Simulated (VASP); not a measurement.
# C (Im-3m) in VASP: further runs

Runs on C. Level: LDA. Tasks: single point.

Everything below comes from runs of VASP 6.6.1. Logs are shortened: lines on timing, memory, paths and dates and some standing lists are left out, and cuts for length are marked.

## Step 1: The cell of the first run

The structure is cubic, space group Im-3m (No. 229). The conventional cell has a = 2.196 Å, b = 2.196 Å, c = 2.196 Å, α = 90.00°, β = 90.00°, γ = 90.00°. C (site symmetry m-3m) has 14 C at 1.90 to 2.20 Å within 2.5 Å.

## Step 2: Single point, LDA

INCAR reads:

```
PREC = Accurate
ENCUT = 520
EDIFF = 1E-6
ISMEAR = -1
SIGMA = 0.1
LREAL = False
LASPH = True
NELM = 100
ALGO = Normal
ISIF = 2
LWAVE = False
LCHARG = True
GGA = CA
LELF = True
LVHAR = True
NBANDS = 8
```

KPOINTS reads:

```
Automatic mesh
0
Gamma
  22 22 22
```

POSCAR reads:

```
C
1.0
   -1.0979097209      1.0979097209      1.0979097209
    1.0979097209     -1.0979097209      1.0979097209
    1.0979097209      1.0979097209     -1.0979097209
C
1
Direct
    0.0000000000      0.0000000000      0.0000000000
```

Potentials or basis: VASP PAW LDA potentials, release 64 (C).

On the command line:

```console
$ cat potpaw_LDA.64/C/POTCAR > POTCAR
$ mpirun -np 1 vasp_std > vasp.out
```

OUTCAR:

```text
PREC = Accurate
   ENCUT = 520
   EDIFF = 1E-6
   ISMEAR = -1
   LREAL = False
   LASPH = True
   NELM = 100
   ISIF = 2
   GGA = CA

 ion  position               nearest neighbor table
   1  0.000  0.000  0.000-

  LATTYP: Found a body centered cubic cell.
 ALAT       =     2.1958194418

  Lattice vectors:

 A1 = (  -1.0979097209,   1.0979097209,   1.0979097209)
 A2 = (   1.0979097209,  -1.0979097209,   1.0979097209)
 A3 = (   1.0979097209,   1.0979097209,  -1.0979097209)

Analysis of symmetry for initial positions (statically):
=====================================================================
 Subroutine PRICEL returns:
 Original cell was already a primitive cell.

 Routine SETGRP: Setting up the symmetry group for a
 body centered cubic supercell.

 Subroutine GETGRP returns: Found 48 space group operations
 (whereof 48 operations were pure point group operations)
 out of a pool of 48 trial point group operations.

The static configuration has the point symmetry O_h .

Analysis of symmetry for dynamics (positions and initial velocities):
=====================================================================
 Subroutine PRICEL returns:
 Original cell was already a primitive cell.

 Routine SETGRP: Setting up the symmetry group for a
 body centered cubic supercell.

 Subroutine GETGRP returns: Found 48 space group operations
 (whereof 48 operations were pure point group operations)
 out of a pool of 48 trial point group operations.

The dynamic configuration has the point symmetry O_h .

 Subroutine INISYM returns: Found 48 space group operations
 (whereof 48 operations are pure point group operations),
 and found     1 'primitive' translations

----------------------------------------------------------------------------------------

                                     Primitive cell

  volume of cell :       5.2937

  direct lattice vectors                    reciprocal lattice vectors
    -1.097909721  1.097909721  1.097909721     0.000000000  0.455410851  0.455410851
     1.097909721 -1.097909721  1.097909721     0.455410851  0.000000000  0.455410851
     1.097909721  1.097909721 -1.097909721     0.455410851  0.455410851  0.000000000

  length of vectors
     1.901635419  1.901635419  1.901635419     0.644048202  0.644048202  0.644048202

  position of ions in fractional coordinates (direct lattice)
     0.000000000  0.000000000  0.000000000

  ion indices of the primitive-cell ions
   primitive index   ion index
                 1           1

----------------------------------------------------------------------------------------

 KPOINTS: Automatic mesh

Automatic generation of k-mesh.
 Grid dimensions read from file:
 generate k-points for:   22   22   22

 Generating k-lattice:

  Cartesian coordinates                     Fractional coordinates (reciprocal lattice)
     0.000000000  0.020700493  0.020700493     0.045454545  0.000000000  0.000000000
     0.020700493  0.000000000  0.020700493     0.000000000  0.045454545  0.000000000
     0.020700493  0.020700493  0.000000000     0.000000000  0.000000000  0.045454545

  Length of vectors
     0.029274918  0.029274918  0.029274918

  Shift w.r.t. Gamma in fractional coordinates (k-lattice)
     0.000000000  0.000000000  0.000000000

 Subroutine IBZKPT returns following result:
 ===========================================

 Found    328 irreducible k-points:

 Following reciprocal coordinates:
            Coordinates               Weight
  0.000000  0.000000  0.000000      1.000000
  0.045455  0.000000  0.000000     12.000000
  0.090909  0.000000  0.000000     12.000000
  0.136364  0.000000  0.000000     12.000000
  0.181818  0.000000  0.000000     12.000000
  0.227273  0.000000  0.000000     12.000000
[... 16 lines left out ...]
  0.090909  0.090909  0.000000     24.000000
  0.136364  0.090909  0.000000     48.000000
 [... further k-points ...]
   k-points           NKPTS =    328   k-points in BZ     NKDIM =    328   number of bands    NBANDS=      8
   number of dos      NEDOS =    301   number of ions     NIONS =      1
   total plane-waves  NPLWV =   2744
   dimension x,y,z NGX =    14 NGY =   14 NGZ =   14
   dimension x,y,z NGXF=    28 NGYF=   28 NGZF=   28
   ions per type =               1
   NGX,Y,Z   is equivalent  to a cutoff of  12.24, 12.24, 12.24 a.u.
   NGXF,Y,Z  is equivalent  to a cutoff of  24.48, 24.48, 24.48 a.u.
 SYSTEM =  unknown system
   PREC   = accura    normal or accurate (medium, high low for compatibility)
   ISTART =      0    job   : 0-new  1-cont  2-samecut
   ICHARG =      2    charge: 1-file 2-atom 10-const
   ISPIN  =      1    spin polarized calculation?
   LNONCOLLINEAR =      F non collinear calculations
   LSORBIT =      F    spin-orbit coupling
   LASPH  =      T    aspherical Exc in radial PAW
   ENCUT  =  520.0 eV  38.22 Ry    6.18 a.u.   3.54  3.54  3.54*2*pi/ulx,y,z
   NELM   =    100;   NELMIN=  2; NELMDL= -5     # of ELM steps
   EDIFF  = 0.1E-05   stopping-criterion for ELM
   LREAL  =      F    real-space projection
   EDIFFG = 0.1E-04   stopping-criterion for IOM
   NSW    =      0    number of steps for IOM
   IBRION =     -1    ionic relax: 0-MD 1-quasi-New 2-CG
   NFREE  =      0    steps in history (QN), initial steepest desc. (CG)
   ISIF   =      2    stress and relaxation
   ISYM   =      2    0-nonsym 1-usesym 2-fastsym
   POTIM  = 0.5000    time-step for ionic-motion
   TEBEG  =    0.0;   TEEND  =   0.0 temperature during run
   PSTRESS=    0.0 pullay stress
   NELECT =       4.0000    total number of electrons
   NUPDOWN=      -1.0000    fix difference up-down
   EMIN   =  10.00;   EMAX   =-10.00  energy-range for DOS
   EFERMI =   0.00;   METHOD = LEGACY
   ISMEAR =    -1;   SIGMA  =   0.10  broadening in eV -4-tet -1-fermi 0-gaus
   EFERMI_NEDOS =   21; number of points for ismear=-14 and -15
   IALGO  =     38    algorithm
   IMIX   =      4    mixing-type and parameters
     AMIX     =   0.40;   BMIX     =  1.00
     AMIX_MAG =   1.60;   BMIX_MAG =  1.00
  volume/ion in A,a.u.               =       5.29        35.72
  Fermi-wavevector in a.u.,A,eV,Ry     =   1.491105  2.817780 30.251110  2.223394
  Thomas-Fermi vector in A             =   2.603802
   LORBIT       =      0    0 simple, 1 ext, 2 COOP (PROOUT), +10 PAW based schemes
   GGA     = CA    functional components
   LHFCALC =     F    Hartree Fock is set to
   AEXX    =    0.0000 exact exchange contribution
   IVDW    =     0    specifies the selected vdW correction
   LEPSILON=     F    determine dielectric tensor
   LRPA    =     F    only Hartree local field effects (RPA)
 non-spin polarized calculation
  energy-cutoff  :      520.00
  volume of cell :        5.29
 maximum number of plane-waves:       150
   NGX =  7   NGY =  7   NGZ =  7

 number of electron       4.0000000 magnetization

 Free energy of the ion-electron system (eV)
  ---------------------------------------------------
  ext. energy  EPLUGINS =         0.00000000
  ---------------------------------------------------
  free energy    TOTEN  =        -5.62963926 eV

  energy without entropy =       -5.61936702  energy(sigma->0) =       -5.62450314

 E-fermi :  12.1141     XC(G=0): -14.3494

 val. band max:       12.1029313676   @ k =  -0.3636   0.4091   0.2727
 cond. band min:      12.1174231435   @ k =   0.3182   0.1818   0.0909
 fundamental gap:      0.0144917758
 Fermi energy:        12.1141302204

 k-point     1 :       0.0000    0.0000    0.0000
  band No.  band energies     occupation
      1     -10.7989      2.00000
      2      23.3801      0.00000
      3      23.3801      0.00000
      4      23.3801      0.00000
      5      49.3980      0.00000
      6      49.3980      0.00000
      7      49.3980      0.00000
      8      54.0783      0.00000

 k-point     2 :       0.0455    0.0000    0.0000
  band No.  band energies     occupation
      1     -10.6923      2.00000
      2      23.1146      0.00000
      3      23.2054      0.00000
      4      23.3429      0.00000
      5      48.5199      0.00000
      6      48.5297      0.00000
      7      49.8068      0.00000
      8      52.4537      0.00000

 k-point     3 :       0.0909    0.0000    0.0000
  band No.  band energies     occupation
      1     -10.3726      2.00000
      2      22.3171      0.00000
      3      22.7180      0.00000
      4      23.2339      0.00000
      5      46.0914      0.00000
      6      46.7431      0.00000
      7      50.9958      0.00000
      8      51.9725      0.00000

 k-point     4 :       0.1364    0.0000    0.0000
  band No.  band energies     occupation
      1      -9.8404      2.00000
      2      20.9928      0.00000
      3      22.0078      0.00000
      4      23.0579      0.00000
      5      43.5649      0.00000
      6      44.8493      0.00000
      7      51.1036      0.00000
      8      52.8721      0.00000

 k-point     5 :       0.1818    0.0000    0.0000
  band No.  band energies     occupation
      1      -9.0967      2.00000
      2      19.1873      0.00000
      3      21.1793      0.00000
      4      22.8265      0.00000
      5      41.5158      0.00000
      6      43.0756      0.00000
      7      50.6232      0.00000
      8      54.0744      0.00000
[... 177 lines left out ...]
 k-point    22 :       0.4545    0.0455   -0.0000
  band No.  band energies     occupation
      1       0.4297      2.00000
      2       3.6733      2.00000
      3      17.2150      0.00000
      4      21.1258      0.00000
      5      37.3550      0.00000
      6      37.6703      0.00000
      7      53.1702      0.00000
      8      54.2305      0.00000

 k-point    23 :       0.0909    0.0909    0.0000
  band No.  band energies     occupation
      1      -9.5215      2.00000
      2      20.4562      0.00000
      3      21.6230      0.00000
      4      22.6438      0.00000
      5      42.8237      0.00000
      6      43.8696      0.00000
      7      50.4213      0.00000
      8      53.3412      0.00000

 k-point    24 :       0.1364    0.0909    0.0000
  band No.  band energies     occupation
      1      -8.7783      2.00000
      2      18.9837      0.00000
      3      20.5659      0.00000
      4      22.2916      0.00000
      5      41.2472      0.00000
      6      42.5482      0.00000
      7      50.3801      0.00000
      8      54.4493      0.00000

 [... further k-points ...]

------------------------ aborting loop because EDIFF is reached ----------------------------------------

  FORCE on cell =-STRESS in cart. coord.  units (eV):
  Direction    XX          YY          ZZ          XY          YZ          ZX
  --------------------------------------------------------------------------------------
  -------------------------------------------------------------------------------------
  Total        1.8700384      1.8700384      1.8700384      0.0000000      0.0000000      0.0000000
  in kB      565.9801951    565.9801951    565.9801951      0.0000000      0.0000000      0.0000000
  external PRESSURE =     565.9801951 kB  Pullay stress =       0.0000000 kB

 VOLUME and BASIS-vectors are now :
 -----------------------------------------------------------------------------
  energy-cutoff  :      520.00
  volume of cell :        5.29
      direct lattice vectors                 reciprocal lattice vectors
    -1.097909721  1.097909721  1.097909721     0.000000000  0.455410851  0.455410851
     1.097909721 -1.097909721  1.097909721     0.455410851  0.000000000  0.455410851
     1.097909721  1.097909721 -1.097909721     0.455410851  0.455410851  0.000000000

 POSITION                                       TOTAL-FORCE (eV/Angst)
 -----------------------------------------------------------------------------------
      0.00000      0.00000      0.00000         0.000000      0.000000     -0.000000
 -----------------------------------------------------------------------------------
    total drift:                               -0.000000     -0.000000     -0.000000

  FREE ENERGIE OF THE ION-ELECTRON SYSTEM (eV)
  ---------------------------------------------------
  free  energy   TOTEN  =        -5.6296392570 eV

  energy  without entropy=       -5.6193670165  energy(sigma->0) =       -5.62450314
```

It took 2.6 s on 1 thread of Intel Xeon 6975P-C (Granite Rapids), shared host; peak memory 0.11 GiB.

What came out:

- Free energy: -5.6296 eV
- Pressure: 56.6 GPa
- Band gap on the k mesh: zero (band 2 reaches 23.38 eV, above the bottom of band 3 at 7.11 eV)

## Step 3: Single point, LDA

INCAR reads:

```
SYSTEM = C
PREC = Accurate
ENCUT = 520
EDIFF = 1E-6
ISMEAR = -1
SIGMA = 0.1
LREAL = .False.
LASPH = .True.
NELM = 80
ALGO = Normal
ISIF = 2
LWAVE = .False.
LCHARG = .False.
NBANDS = 8
```

KPOINTS reads:

```
Automatic mesh
0
Gamma
  22 22 22
  0.5 0.5 0.5
```

POSCAR is that of step 2.

Potentials or basis: VASP PAW LDA potentials, release 64 (C).

On the command line:

```console
$ cat potpaw_LDA.64/C/POTCAR > POTCAR
$ mpirun -np 1 vasp_std > vasp.out
```

Run time: 2.6 s. Hardware: 1 thread of Intel Xeon 6975P-C (Granite Rapids), shared host; peak memory 0.11 GiB.

Results (log left out):

```yaml
Free_energy: -5.6302 eV
Pressure: 56.7 GPa
Band_gap_on_the_k_mesh: zero (band 2 reaches 23.29 eV, above the bottom of band 3 at 7.06 eV)
```

Levels at points of the mesh, in eV from the Fermi level:
```
           k point  band 1  band 2  band 3  band 4  band 5  band 6  band 7
(0.02, 0.02, 0.02)  -22.78   10.79   11.11   11.11   35.89   35.89   38.00
```

## Step 4: Single point, LDA (volume scaled by 0.92)

INCAR reads:

```
SYSTEM = C
  PREC = Accurate
  ENCUT = 520
  EDIFF = 1E-6
  ISMEAR = -1
  SIGMA = 0.1
  LREAL = .False.
  LASPH = .True.
  NELM = 100
  ALGO = Normal
  ISIF = 2
  LWAVE = .False.
  LCHARG = .False.
  GGA = CA
  NBANDS = 8
```

KPOINTS reads:

```
Automatic mesh
0
Gamma
  22 22 22
  0 0 0
```

POSCAR reads:

```
C
1.0
   -1.1317125816      1.1317125816      1.1317125816
    1.1317125816     -1.1317125816      1.1317125816
    1.1317125816      1.1317125816     -1.1317125816
C
1
Direct
    0.0000000000      0.0000000000      0.0000000000
```

On the command line:

```console
$ cat potpaw_LDA.64/C/POTCAR > POTCAR
$ mpirun -np 1 vasp_std > vasp.out
```

Run time: 3.1 s. Hardware: 1 thread of Intel Xeon 6975P-C (Granite Rapids), shared host; peak memory 0.11 GiB.

The run converged. Its results:

* Free energy: -5.7522 eV
* Pressure: 23.2 GPa
* Band gap on the k mesh: zero (band 2 reaches 20.94 eV, above the bottom of band 3 at 5.40 eV)

Levels at points of the mesh, in eV from the Fermi level:
| k point | band 1 | band 2 | band 3 | band 4 | band 5 | band 6 |
| --- | --- | --- | --- | --- | --- | --- |
| (0.00, 0.00, 0.00) | -21.48 | 10.33 | 10.33 | 10.33 | 35.68 | 35.68 |
| (0.50, 0.00, 0.00) | -10.30 | -8.71 | 4.94 | 8.60 | 23.83 | 24.10 |
| (0.50, 0.50, 0.50) | -1.94 | -1.94 | -1.94 | 2.64 | 12.05 | 12.05 |

## Step 5: Single point, LDA (volume scaled by 0.92)

INCAR reads:

```
  PREC = Accurate
  ENCUT = 520
  EDIFF = 1E-6
  ISMEAR = -1
  SIGMA = 0.1
  LREAL = F
  LASPH = T
  NELM = 100
  ALGO = Normal
  ISIF = 2
  LWAVE = F
  LCHARG = F
  NBANDS = 8
```

KPOINTS reads:

```
regular mesh
0
Gamma
  22 22 22
```

POSCAR is that of step 4.

On the command line:

```console
$ cat potpaw_LDA.64/C/POTCAR > POTCAR
$ mpirun -np 1 vasp_std > vasp.out
```

Wall time 3 s (1 thread of Intel Xeon 6975P-C (Granite Rapids), shared host); peak memory 0.11 GiB.

It converged, with:

- Free energy: -5.7522 eV
- Pressure: 23.2 GPa
- Band gap on the k mesh: zero (band 2 reaches 20.94 eV, above the bottom of band 3 at 5.40 eV)

Levels at points of the mesh, in eV from the Fermi level:
| k point | band 1 | band 2 | band 3 | band 4 | band 5 | band 6 |
| --- | --- | --- | --- | --- | --- | --- |
| (0.00, 0.00, 0.00) | -21.48 | 10.33 | 10.33 | 10.33 | 35.68 | 35.68 |
| (0.50, 0.00, 0.00) | -10.30 | -8.71 | 4.94 | 8.60 | 23.83 | 24.10 |
| (0.50, 0.50, 0.50) | -1.94 | -1.94 | -1.94 | 2.64 | 12.05 | 12.05 |

## Step 6: The runs side by side

| cell | k mesh | gap on the mesh (eV) | pressure (GPa) |
| --- | --- | --- | --- |
| a = 1.902 Å, angles 109.5°, 1 atom | 22 × 22 × 22 | none | 56.6 |
| a = 1.902 Å, angles 109.5°, 1 atom | 22 × 22 × 22, shifted | none | 56.7 |
| a = 1.960 Å, angles 109.5°, 1 atom | 22 × 22 × 22 | none | 23.2 |

Alike in all rows: task single point; level LDA; potentials or basis VASP PAW LDA potentials, release 64 (C); no spin polarisation; cutoff (eV) 520; smearing fermi-dirac 0.1 eV.

Absolute energies hang on the potentials; compare differences alone.
